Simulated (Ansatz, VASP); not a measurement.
**One calculation of BeS, two programs**

```
Be S
1.0
     0.00000    2.31730    2.31730
     2.31730    0.00000    2.31730
     2.31730    2.31730    0.00000
Be S
1 1
Cartesian
  0.0000 0.0000 0.0000
  2.3173 2.3173 2.3173
```

Alike in both runs: task single point; functional PBE; k mesh 10 × 10 × 10; occupations fermi-dirac, width 0.02 eV; no spin polarisation.

```csv
,VASP,Ansatz
version,VASP 6.6.1,Ansatz 0.2.0
potentials or method,"VASP PAW PBE potentials, release 64 (Be, S)","plane waves, PAW"
plane-wave cutoff (eV),520,420
valence electrons in the cell,8,8
```

|  | VASP | Ansatz | Ansatz less VASP |
| --- | --- | --- | --- |
| gap on the k mesh at the Fermi level (eV) | 1.03 | 1.02 | -0.006 |
| pressure (GPa) | -0.4 | -0.4 | +0.08 |
